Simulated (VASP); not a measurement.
SnO2:

```
CELL_PARAMETERS angstrom
5.17526 0.00000 0.00000
0.00000 5.17526 0.00000
0.00000 0.00000 5.17526
ATOMIC_POSITIONS crystal
Sn 0.00000 0.00000 0.00000
Sn 0.50000 0.00000 0.50000
Sn 0.50000 0.50000 0.00000
Sn 0.00000 0.50000 0.50000
O 0.66110 0.83890 0.16110
O 0.83890 0.16110 0.66110
O 0.16110 0.66110 0.83890
O 0.33890 0.33890 0.33890
O 0.66110 0.66110 0.66110
O 0.83890 0.33890 0.16110
O 0.16110 0.83890 0.33890
O 0.33890 0.16110 0.83890
```

Base run:

| Property | Result |
| --- | --- |
| Program | VASP 6.6.1 |
| Functional | BLYP |
| Potentials or basis | VASP PAW PBE potentials, release 64 (Sn_d, O) |
| Cutoff | 520 eV |
| k mesh | 5 × 5 × 5 |
| Occupations | fermi-dirac, width 0.05 eV |
| Spin | no spin polarisation |

Its results: band gap on the k mesh 0.62 eV (least direct gap 0.67 eV); pressure 6.2 GPa; largest force 0.037 eV/Å.

Task: The run is repeated on the same cell with these changes: functional from BLYP to revPBE. What comes out?

Result: Band gap on the k mesh 0.61 eV (least direct gap 0.67 eV); pressure 3.1 GPa; largest force 0.013 eV/Å.

Caveats: the cell stands under pressure; the PAW data sets were made with another functional, which shifts forces and pressure a little; spin-orbit coupling is left out, which moves the levels of the heavy elements; an odd mesh through Γ misses points on the zone boundary, where band edges can lie.
